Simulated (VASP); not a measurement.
A run of VASP 6.6.1 is set up as follows.

Contents of INCAR:

```
SYSTEM = SiC
  PREC = Accurate
  ENCUT = 520
  EDIFF = 1E-6
  ISMEAR = 0
  SIGMA = 0.01
  LREAL = .FALSE.
  LASPH = .TRUE.
  NELM = 60
  ALGO = Normal
  ISIF = 2
  LWAVE = .FALSE.
  LCHARG = .FALSE.
  GGA = PE
  NBANDS = 16
```

The input KPOINTS:

```
Automatic mesh
0
G
  9 9 4
  0 0 0
```

File POSCAR:

```
SiC
1.0
    3.1225517410      0.0000000000      0.0000000000
   -1.5612758705      2.7042091324      0.0000000000
    0.0000000000      0.0000000000      5.1245360767
Si C
2 2
Direct
    0.3333333333      0.6666666667      0.4995817070
    0.6666666667      0.3333333333      0.9995817070
    0.3333333333      0.6666666667      0.8754182930
    0.6666666667      0.3333333333      0.3754182930
```

Potentials or basis: VASP PAW PBE potentials, release 64 (Si, C).

The run is started by

```console
$ cat potpaw_PBE.64/Si/POTCAR potpaw_PBE.64/C/POTCAR > POTCAR
$ mpirun -np 1 vasp_std > vasp.out
```

(1) What does it give for the pressure?

(2) Estimate the band gap on the k mesh.

(3) Estimate the largest force.

## Answers

(1) -6.0 GPa.

(2) 2.35 eV, indirect (least direct gap 3.92 eV).

(3) 0.006 eV/Å.
